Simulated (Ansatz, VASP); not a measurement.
One calculation of TiH, two programs

```
Ti H
1.0
     0.00000    2.08970    2.08970
     2.08970    0.00000    2.08970
     2.08970    2.08970    0.00000
Ti H
1 1
Cartesian
  0.0000 0.0000 -0.0500
  2.0897 2.0897 2.0897
```

Change from the starting cell: all Ti atoms moved -0.050 Å, as atom 1 along Cartesian [0 0 1].

Alike in both runs: task single point; functional r2SCAN; k mesh 20 × 20 × 20; occupations gaussian, width 0.15 eV; no spin polarisation.

|  | VASP | Ansatz |
| --- | --- | --- |
| version | VASP 6.6.1 | Ansatz 0.2.0 |
| potentials or method | VASP PAW PBE potentials, release 64 (Ti_sv, H), cutoff 520 eV | scalar-relativistic, plane waves, PAW |
| valence electrons in the cell | 13 | 13 |

```csv
,VASP,Ansatz,Ansatz less VASP
gap on the k mesh at the Fermi level (eV),none,none,-
pressure (GPa),0.1,-0.5,-0.55
"traceless stress, the component that is largest in VASP (GPa)",0.39,0.39,-0.005
rms of the force components (eV/Å),0.095,0.094,-0.0013
```

VASP's potentials were made for PBE, not for r2SCAN. Atom by atom the forces differ by 0.001 eV/Å (rms over components). A gap of «none» marks a metal or a gap that the smearing closes.
